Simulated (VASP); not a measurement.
# PtSeS4 (I-42m) in VASP: further runs

The runs below take PtSeS4 through single point, with PBE.

Program: VASP 6.6.1. These are calculated values, not measurements. Logs are shortened: lines on timing, memory, paths and dates and some standing lists are left out, and cuts for length are marked.

## 1. The cell of the first run

The structure is tetragonal, space group I-42m (No. 121). The conventional cell has a = 5.790 Å, b = 5.790 Å, c = 7.412 Å, α = 90.00°, β = 90.00°, γ = 90.00°. Pt (site symmetry -42m) has 8 S at 2.89 to 3.04 Å and 2 Se at 3.71 Å within 3.8 Å. Within 2.3 Å of Se (site symmetry -42m) lie 4 S at 1.70 Å. Within 2.3 Å of S (site symmetry m) lie 1 Se at 1.70 Å.

The cell was built from a structure type or drawn by symmetry, and may not be a known phase.

## 2. Single point, PBE

INCAR

```
SYSTEM = PtSeS4
PREC = Accurate ; ENCUT = 520
EDIFF = 1E-6 ; ISMEAR = 0
SIGMA = 0.1 ; LREAL = .FALSE.
LASPH = .TRUE. ; NELM = 100
ALGO = Normal ; ISIF = 2
LWAVE = .FALSE. ; LCHARG = .TRUE.
GGA = PE ; LELF = .TRUE.
LVHAR = .TRUE. ; NBANDS = 29
```

KPOINTS

```
Automatic mesh
0
G
  4 4 4
  0 0 0
```

POSCAR

```
PtSeS4
1.0
   -2.8948071400      2.8948071400      3.7062463900
    2.8948071400     -2.8948071400      3.7062463900
    2.8948071400      2.8948071400     -3.7062463900
Pt Se S
1 1 4
Direct
    0.5000000000      0.5000000000      0.0000000000
    0.0000000000      0.0000000000      0.0000000000
    0.0344968100      0.0344968100      0.3366426200
    0.9655031900      0.3021458100      0.0000000000
    0.3021458100      0.9655031900      0.0000000000
    0.6978541900      0.6978541900      0.6633573800
```

Potentials or basis: VASP PAW PBE potentials, release 64 (Pt, Se, S).

Started as:

```console
> cat potpaw_PBE.64/Pt/POTCAR potpaw_PBE.64/Se/POTCAR potpaw_PBE.64/S/POTCAR > POTCAR
> mpirun -np 1 vasp_std > vasp.out
```

OUTCAR:

```text
SYSTEM = PtSeS4
   PREC = Accurate
   ENCUT = 520
   EDIFF = 1E-6
   ISMEAR = 0
   LREAL = .FALSE.
   LASPH = .TRUE.
   NELM = 100
   ISIF = 2
   GGA = PE

 ion  position               nearest neighbor table
   1  0.500  0.500  0.000-   6 2.89   4 2.89   5 2.89   3 2.89   6 3.04   3 3.04   5 3.04   4 3.04

   2  0.000  0.000  0.000-   3 1.70   4 1.70   5 1.70   6 1.70
   3  0.034  0.034  0.337-   2 1.70   6 2.76   5 2.78   4 2.78   1 2.89   1 3.04
   4  0.966  0.302  0.000-   2 1.70   5 2.76   3 2.78   6 2.78   1 2.89   1 3.04
   5  0.302  0.966  0.000-   2 1.70   4 2.76   3 2.78   6 2.78   1 2.89   1 3.04
   6  0.698  0.698  0.663-   2 1.70   3 2.76   5 2.78   4 2.78   1 2.89   1 3.04

  LATTYP: Found a body centered tetragonal cell.
 ALAT       =     5.7896142800
 C/A-ratio  =     1.2803085701

  Lattice vectors:

 A1 = (  -2.8948071400,   2.8948071400,   3.7062463900)
 A2 = (   2.8948071400,  -2.8948071400,   3.7062463900)
 A3 = (   2.8948071400,   2.8948071400,  -3.7062463900)

Analysis of symmetry for initial positions (statically):
=====================================================================
 Subroutine PRICEL returns:
 Original cell was already a primitive cell.

 Routine SETGRP: Setting up the symmetry group for a
 body centered tetragonal supercell.

 Subroutine GETGRP returns: Found  8 space group operations
 (whereof  8 operations were pure point group operations)
 out of a pool of 16 trial point group operations.

The static configuration has the point symmetry D_2d.

Analysis of symmetry for dynamics (positions and initial velocities):
=====================================================================
 Subroutine PRICEL returns:
 Original cell was already a primitive cell.

 Routine SETGRP: Setting up the symmetry group for a
 body centered tetragonal supercell.

 Subroutine GETGRP returns: Found  8 space group operations
 (whereof  8 operations were pure point group operations)
 out of a pool of 16 trial point group operations.

The dynamic configuration has the point symmetry D_2d.

 Subroutine INISYM returns: Found  8 space group operations
 (whereof  8 operations are pure point group operations),
 and found     1 'primitive' translations

----------------------------------------------------------------------------------------

                                     Primitive cell

  volume of cell :     124.2320

[... 85 lines left out ...]
   LREAL  =      F    real-space projection
   EDIFFG = 0.1E-04   stopping-criterion for IOM
   NSW    =      0    number of steps for IOM
   IBRION =     -1    ionic relax: 0-MD 1-quasi-New 2-CG
   NFREE  =      0    steps in history (QN), initial steepest desc. (CG)
   ISIF   =      2    stress and relaxation
   ISYM   =      2    0-nonsym 1-usesym 2-fastsym
   POTIM  = 0.5000    time-step for ionic-motion
   TEBEG  =    0.0;   TEEND  =   0.0 temperature during run
   PSTRESS=    0.0 pullay stress
   NELECT =      40.0000    total number of electrons
   NUPDOWN=      -1.0000    fix difference up-down
   EMIN   =  10.00;   EMAX   =-10.00  energy-range for DOS
   EFERMI =   0.00;   METHOD = LEGACY
   ISMEAR =     0;   SIGMA  =   0.10  broadening in eV -4-tet -1-fermi 0-gaus
   EFERMI_NEDOS =   21; number of points for ismear=-14 and -15
   IALGO  =     38    algorithm
   IMIX   =      4    mixing-type and parameters
     AMIX     =   0.40;   BMIX     =  1.00
     AMIX_MAG =   1.60;   BMIX_MAG =  1.00
  volume/ion in A,a.u.               =      20.71       139.73
  Fermi-wavevector in a.u.,A,eV,Ry     =   1.122062  2.120390 17.130059  1.259024
  Thomas-Fermi vector in A             =   2.258720
   LORBIT       =      0    0 simple, 1 ext, 2 COOP (PROOUT), +10 PAW based schemes
   GGA     = PE    functional components
   LHFCALC =     F    Hartree Fock is set to
   AEXX    =    0.0000 exact exchange contribution
   IVDW    =     0    specifies the selected vdW correction
   LEPSILON=     F    determine dielectric tensor
   LRPA    =     F    only Hartree local field effects (RPA)
 non-spin polarized calculation
 Gauss-broadening in eV      SIGMA  =   0.10
  energy-cutoff  :      520.00
  volume of cell :      124.23
 maximum number of plane-waves:      3373
 NGX is ok and might be reduce to    42
   NGX = 21   NGY = 21   NGZ = 21

 number of electron      40.0000002 magnetization

 Free energy of the ion-electron system (eV)
  ---------------------------------------------------
  ext. energy  EPLUGINS =         0.00000000
  ---------------------------------------------------
  free energy    TOTEN  =        -4.95649620 eV

  energy without entropy =       -4.91852602  energy(sigma->0) =       -4.93751111

 E-fermi :   4.4654     XC(G=0):  -9.5532

 val. band max:        4.4488313573   @ k =   0.2500   0.2500   0.2500
 cond. band min:       4.4705056188   @ k =   0.2500   0.2500   0.0000
 fundamental gap:      0.0216742615
 Fermi energy:         4.4653713680

 k-point     1 :       0.0000    0.0000    0.0000
  band No.  band energies     occupation
      1     -18.2479      2.00000
      2     -10.7381      2.00000
      3     -10.6318      2.00000
      4     -10.6318      2.00000
      5      -4.8850      2.00000
      6      -2.7119      2.00000
[... 405 lines left out ...]
     28      12.6196      0.00000
     29      12.6244      0.00000

------------------------ aborting loop because EDIFF is reached ----------------------------------------

  FORCE on cell =-STRESS in cart. coord.  units (eV):
  Direction    XX          YY          ZZ          XY          YZ          ZX
  --------------------------------------------------------------------------------------
  -------------------------------------------------------------------------------------
  Total       51.4235587     51.4235587     58.0929087      0.0000000      0.0000000      0.0000000
  in kB      663.1918203    663.1918203    749.2041169      0.0000000      0.0000000      0.0000000
  external PRESSURE =     691.8625858 kB  Pullay stress =       0.0000000 kB

 VOLUME and BASIS-vectors are now :
 -----------------------------------------------------------------------------
  energy-cutoff  :      520.00
  volume of cell :      124.23
      direct lattice vectors                 reciprocal lattice vectors
    -2.894807140  2.894807140  3.706246390     0.000000000  0.172723078  0.134907383
     2.894807140 -2.894807140  3.706246390     0.172723078  0.000000000  0.134907383
     2.894807140  2.894807140 -3.706246390     0.172723078  0.172723078  0.000000000

 POSITION                                       TOTAL-FORCE (eV/Angst)
 -----------------------------------------------------------------------------------
      0.00000      0.00000      3.70625        -0.000000      0.000000      0.000000
      0.00000      0.00000      0.00000        -0.000000      0.000000      0.000000
      0.97452      0.97452     -0.99197        14.474721     14.474721    -15.297110
     -1.92029      1.92029      4.69822        14.474721    -14.474721     15.297110
      1.92029     -1.92029      4.69822       -14.474721     14.474721     15.297110
      1.92029      1.92029      2.71427       -14.474721    -14.474721    -15.297110
 -----------------------------------------------------------------------------------
    total drift:                               -0.000003     -0.000003     -0.000004

  FREE ENERGIE OF THE ION-ELECTRON SYSTEM (eV)
  ---------------------------------------------------
  free  energy   TOTEN  =        -4.9564961997 eV

  energy  without entropy=       -4.9185260191  energy(sigma->0) =       -4.93751111
```

stdout:

```text
POSCAR found type information on POSCAR PtSeS
 POSCAR found :  3 types and       6 ions
 scaLAPACK will be used
 LDA part: xc-table for (Slater+PW92), standard interpolation
 POSCAR, INCAR and KPOINTS ok, starting setup
 FFT: planning ... GRIDC
 FFT: planning ... GRID_SOFT
 FFT: planning ... GRID
 WAVECAR not read
 entering main loop
```

Wall time 56 s (1 thread of Intel Xeon Platinum 8259CL at 2.50GHz (Skylake/Cascade Lake), shared host); peak memory 0.27 GiB.

What came out:

| Property | Result |
| --- | --- |
| Free energy | -4.9565 eV |
| Pressure | 69.2 GPa |
| Largest force | 25.555 eV/Å |
| Band gap on the k mesh | zero (bands 20 and 21 overlap by 0.34 eV) |

Forces on the atoms (eV/Å):
```
Pt    0.000   0.000   0.000
Se    0.000   0.000   0.000
S    14.475  14.475 -15.297
S    14.475 -14.475  15.297
S   -14.475  14.475  15.297
S   -14.475 -14.475 -15.297
```

Stress tensor (GPa, compression positive):
```
66.32  0.00  0.00
 0.00 66.32  0.00
 0.00  0.00 74.92
```

Caveat: the cell stands under pressure; spin-orbit coupling is left out, which moves the levels of the heavy elements; forces of over 1 eV/Å act on the atoms, so gaps and moduli don't describe the material at rest.

## 3. Single point, PBE

This run uses another cell than the first one, of 28.39 Å³/atom.

INCAR

```
SYSTEM = PtSeS4
PREC = Accurate
ENCUT = 520
EDIFF = 1E-6
ISMEAR = 0
SIGMA = 0.1
LREAL = .False.
LASPH = .True.
NELM = 60
ALGO = Normal
ISIF = 2
LWAVE = .False.
LCHARG = .False.
GGA = PE
NBANDS = 29
```

KPOINTS

```
regular mesh
0
Gamma
  4 4 4
  0 0 0
```

POSCAR

```
PtSeS4
1.0
   -2.8828147360      2.8828147360      5.1244195301
    2.8828147360     -2.8828147360      5.1244195301
    2.8828147360      2.8828147360     -5.1244195301
Pt Se S
1 1 4
Direct
    0.5000000000      0.5000000000      0.0000000000
    0.0000000000      0.0000000000      0.0000000000
    0.1537064172      0.1537064172      0.5251027495
    0.8462935828      0.3713963323      0.0000000000
    0.3713963323      0.8462935828      0.0000000000
    0.6286036677      0.6286036677      0.4748972505
```

Potentials or basis: VASP PAW PBE potentials, release 64 (Pt, Se, S).

Started as:

```console
> cat potpaw_PBE.64/Pt/POTCAR potpaw_PBE.64/Se/POTCAR potpaw_PBE.64/S/POTCAR > POTCAR
> mpirun -np 1 vasp_std > vasp.out
```

OUTCAR:

```text
SYSTEM = PtSeS4
   PREC = Accurate
   ENCUT = 520
   EDIFF = 1E-6
   ISMEAR = 0
   LREAL = .False.
   LASPH = .True.
   NELM = 60
   ISIF = 2
   GGA = PE

 ion  position               nearest neighbor table
   1  0.500  0.500  0.000-   4 2.23   5 2.23   3 2.23   6 2.23
   2  0.000  0.000  0.000-   3 2.41   4 2.41   5 2.41   6 2.41
   3  0.154  0.154  0.525-   1 2.23   2 2.41
   4  0.846  0.371  0.000-   1 2.23   2 2.41
   5  0.371  0.846  0.000-   1 2.23   2 2.41
   6  0.629  0.629  0.475-   1 2.23   2 2.41

  LATTYP: Found a body centered tetragonal cell.
 ALAT       =     5.7656294720
 C/A-ratio  =     1.7775750436

  Lattice vectors:

 A1 = (  -2.8828147360,   2.8828147360,   5.1244195301)
 A2 = (   2.8828147360,  -2.8828147360,   5.1244195301)
 A3 = (   2.8828147360,   2.8828147360,  -5.1244195301)

Analysis of symmetry for initial positions (statically):
=====================================================================
 Subroutine PRICEL returns:
 Original cell was already a primitive cell.

[... 167 lines left out ...]

 val. band max:        1.8229625580   @ k =   0.5000   0.2500  -0.0000
 cond. band min:       1.9814894647   @ k =   0.5000   0.2500  -0.0000
 fundamental gap:      0.1585269067
 Fermi energy:         1.9328346872

 k-point     1 :       0.0000    0.0000    0.0000
  band No.  band energies     occupation
      1     -13.3406      2.00000
      2     -10.5915      2.00000
      3     -10.5915      2.00000
      4     -10.4534      2.00000
      5      -9.6416      2.00000
      6      -4.0473      2.00000
[... 405 lines left out ...]
     28       8.8207      0.00000
     29       8.8207      0.00000

------------------------ aborting loop because EDIFF is reached ----------------------------------------

  FORCE on cell =-STRESS in cart. coord.  units (eV):
  Direction    XX          YY          ZZ          XY          YZ          ZX
  --------------------------------------------------------------------------------------
  -------------------------------------------------------------------------------------
  Total       -0.1772101     -0.1772101      0.0909407      0.0000000     -0.0000000      0.0000000
  in kB       -1.6667136     -1.6667136      0.8553237      0.0000000     -0.0000000      0.0000000
  external PRESSURE =      -0.8260345 kB  Pullay stress =       0.0000000 kB

 VOLUME and BASIS-vectors are now :
 -----------------------------------------------------------------------------
  energy-cutoff  :      520.00
  volume of cell :      170.35
      direct lattice vectors                 reciprocal lattice vectors
    -2.882814736  2.882814736  5.124419530     0.000000000  0.173441600  0.097572027
     2.882814736 -2.882814736  5.124419530     0.173441600  0.000000000  0.097572027
     2.882814736  2.882814736 -5.124419530     0.173441600  0.173441600  0.000000000

 POSITION                                       TOTAL-FORCE (eV/Angst)
 -----------------------------------------------------------------------------------
      0.00000      0.00000      5.12442        -0.000000      0.000000     -0.000000
      0.00000      0.00000      0.00000        -0.000000      0.000000     -0.000000
      1.51377      1.51377     -1.11553         0.009455      0.009455      0.026298
     -1.36904      1.36904      6.23995         0.009455     -0.009455     -0.026298
      1.36904     -1.36904      6.23995        -0.009455      0.009455     -0.026298
      1.36904      1.36904      4.00889        -0.009455     -0.009455      0.026298
 -----------------------------------------------------------------------------------
    total drift:                               -0.000001     -0.000001     -0.000001

  FREE ENERGIE OF THE ION-ELECTRON SYSTEM (eV)
  ---------------------------------------------------
  free  energy   TOTEN  =       -23.8147383211 eV

  energy  without entropy=      -23.7981413488  energy(sigma->0) =      -23.80643983
```

OSZICAR:

```text
N       E                     dE             d eps       ncg     rms          rms(c)
DAV:   1     0.215560619769E+03    0.21556E+03   -0.16903E+04   754   0.117E+03
DAV:   2    -0.100737266362E+02   -0.22563E+03   -0.21954E+03   953   0.213E+02
DAV:   3    -0.261298920827E+02   -0.16056E+02   -0.15861E+02   901   0.597E+01
DAV:   4    -0.264217995960E+02   -0.29191E+00   -0.29135E+00   943   0.909E+00
DAV:   5    -0.264277859565E+02   -0.59864E-02   -0.59849E-02   911   0.136E+00    0.225E+01
DAV:   6    -0.250820053069E+02    0.13458E+01   -0.21249E+01   849   0.329E+01    0.194E+01
DAV:   7    -0.238257793008E+02    0.12562E+01   -0.45683E+00   824   0.185E+01    0.760E+00
DAV:   8    -0.238406022678E+02   -0.14823E-01   -0.69440E-01   874   0.405E+00    0.342E+00
DAV:   9    -0.238145178698E+02    0.26084E-01   -0.10326E-01   864   0.269E+00    0.449E-01
DAV:  10    -0.238146449471E+02   -0.12708E-03   -0.10272E-02   879   0.709E-01    0.264E-01
DAV:  11    -0.238146854637E+02   -0.40517E-04   -0.81230E-04   912   0.218E-01    0.548E-02
DAV:  12    -0.238147224049E+02   -0.36941E-04   -0.15134E-04   895   0.734E-02    0.348E-02
DAV:  13    -0.238147333688E+02   -0.10964E-04   -0.18965E-05   933   0.250E-02    0.158E-02
DAV:  14    -0.238147376140E+02   -0.42451E-05   -0.68315E-06   882   0.177E-02    0.487E-03
DAV:  15    -0.238147383211E+02   -0.70713E-06   -0.10841E-06   583   0.546E-03
   1 F= -.23814738E+02 E0= -.23806440E+02  d E =-.165970E-01
```

stdout:

```text
POSCAR found type information on POSCAR PtSeS
 POSCAR found :  3 types and       6 ions
 scaLAPACK will be used
 LDA part: xc-table for (Slater+PW92), standard interpolation
 POSCAR, INCAR and KPOINTS ok, starting setup
 FFT: planning ... GRIDC
 FFT: planning ... GRID_SOFT
 FFT: planning ... GRID
 WAVECAR not read
 entering main loop
```

Run time: 83 s. Hardware: 1 thread of Intel Xeon Platinum 8259CL at 2.50GHz (Skylake/Cascade Lake), shared host; peak memory 0.37 GiB.

Results:

| Property | Result |
| --- | --- |
| Free energy | -23.8147 eV |
| Pressure | -0.1 GPa |
| Largest force | 0.030 eV/Å |
| Band gap on the k mesh | zero (bands 20 and 21 overlap by 0.17 eV) |

Forces in eV/Å, atoms in the order of the input:
```
Pt   0.000  0.000  0.000
Se   0.000  0.000  0.000
S    0.009  0.009  0.026
S    0.009 -0.009 -0.026
S   -0.009  0.009 -0.026
S   -0.009 -0.009  0.026
```

Levels at points of the mesh, in eV from the Fermi level:
| k point | band 17 | band 18 | band 19 | band 20 | band 21 | band 22 | band 23 | band 24 |
| --- | --- | --- | --- | --- | --- | --- | --- | --- |
| (0.00, 0.00, 0.00) | -1.50 | -0.92 | -0.17 | -0.15 | 0.32 | 0.32 | 1.29 | 2.62 |
| (0.50, 0.00, 0.00) | -1.29 | -1.00 | -0.71 | -0.35 | 0.69 | 0.97 | 2.19 | 2.31 |
| (0.50, 0.50, 0.00) | -1.25 | -1.01 | -0.64 | -0.22 | 0.25 | 0.33 | 0.79 | 2.78 |
| (0.50, 0.50, 0.50) | -1.29 | -0.91 | -0.73 | 0.14 | 0.14 | 0.26 | 1.60 | 2.23 |

Caveat: spin-orbit coupling is left out, which moves the levels of the heavy elements.
